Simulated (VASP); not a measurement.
Input of a VASP 6.6.1 run:

File INCAR:

```
SYSTEM = InGa2N3
  PREC = Accurate
  ENCUT = 600
  EDIFF = 1E-7
  ISMEAR = -1
  SIGMA = 0.03
  LREAL = .False.
  LASPH = .True.
  NELM = 80
  ALGO = Normal
  ISIF = 3
  LWAVE = .False.
  LCHARG = .False.
  GGA = PS
  IBRION = 2
  NSW = 100
  EDIFFG = -0.01
```

File KPOINTS:

```
regular mesh
0
Gamma
  9 9 4
  0 0 0
```

POSCAR

```
InGa2N3
1.0
    3.3241295100      0.0000000000      0.0000000000
   -1.6620647600      2.8787806000      0.0000000000
    0.0000000000      0.0000000000      8.1366983200
In Ga N
1 2 3
Direct
    0.0000000000      0.0000000000      0.0000000000
    0.3333333300      0.6666666700      0.6559942900
    0.6666666700      0.3333333300      0.3440057100
    0.3333333300      0.6666666700      0.1659022100
    0.6666666700      0.3333333300      0.8340977900
    0.0000000000      0.0000000000      0.5000000000
```

Potentials or basis: VASP PAW PBE potentials, release 64 (In_d, Ga_d, N).

Launch:

```bash
$ cat potpaw_PBE.64/In_d/POTCAR potpaw_PBE.64/Ga_d/POTCAR potpaw_PBE.64/N/POTCAR > POTCAR
$ mpirun -np 1 vasp_std > vasp.out
```

Q: Predict the relaxed cell.

A: a = 3.086 Å, b = 3.086 Å, c = 7.598 Å, α = 90.00°, β = 90.00°, γ = 120.00°.

Q: What does it give for the relaxed volume?

A: 10.44 Å³/atom.

Forces on the atoms (eV/Å):
```
In   0.000  0.000  0.000
Ga   0.000  0.000 -0.004
Ga   0.000  0.000  0.004
N    0.000  0.000  0.008
N    0.000  0.000 -0.008
N    0.000  0.000  0.000
```

Caveat: the volume moved by over 15 % at a fixed basis, so the end points are rough; the PAW data sets were made with another functional, which shifts forces and pressure a little.
